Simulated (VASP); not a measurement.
A run of VASP 6.6.1:

INCAR

```
ALGO     = Normal         # electronic algorithm
EDIFF    = 1E-7           # SCF threshold, eV
ENCUT    = 520            # plane-wave cutoff, eV
GGA      = PE             # functional
ISIF     = 2              # what is computed and relaxed
ISMEAR   = 0              # smearing method
LASPH    = T              # aspherical terms in the spheres
LCHARG   = F              # write CHGCAR
LREAL    = F              # projectors in reciprocal space
LWAVE    = F              # write WAVECAR
NBANDS   = 22             # bands
NELM     = 60             # most SCF steps
PREC     = Accurate       # precision mode
SIGMA    = 0.1            # smearing width, eV
```

File KPOINTS:

```
k-points
0
Gamma
  6 6 6
```

POSCAR

```
BaCa2
1.0
   -2.3645126806      2.3645126806      6.5804194530
    2.3645126806     -2.3645126806      6.5804194530
    2.3645126806      2.3645126806     -6.5804194530
Ba Ca
1 2
Direct
    0.0000000000      0.0000000000      0.0000000000
    0.6780312949      0.6780312949      0.0000000000
    0.3219687051      0.3219687051      0.0000000000
```

Potentials or basis: VASP PAW PBE potentials, release 64 (Ba_sv, Ca_sv).

The run is started by

```bash
$ cat potpaw_PBE.64/Ba_sv/POTCAR potpaw_PBE.64/Ca_sv/POTCAR > POTCAR
$ mpirun -np 1 vasp_std > vasp.out
```

Hardware: 1 thread of Intel(R) Xeon(R) 6975P-C (Granite Rapids) (shared host).

Task: How long does it take, and how much memory?

Result: Run time: 85 s on 1 thread of Intel(R) Xeon(R) 6975P-C (Granite Rapids), on a shared host, peak memory 0.46 GiB. Counts: scf iterations 12, k points 30.
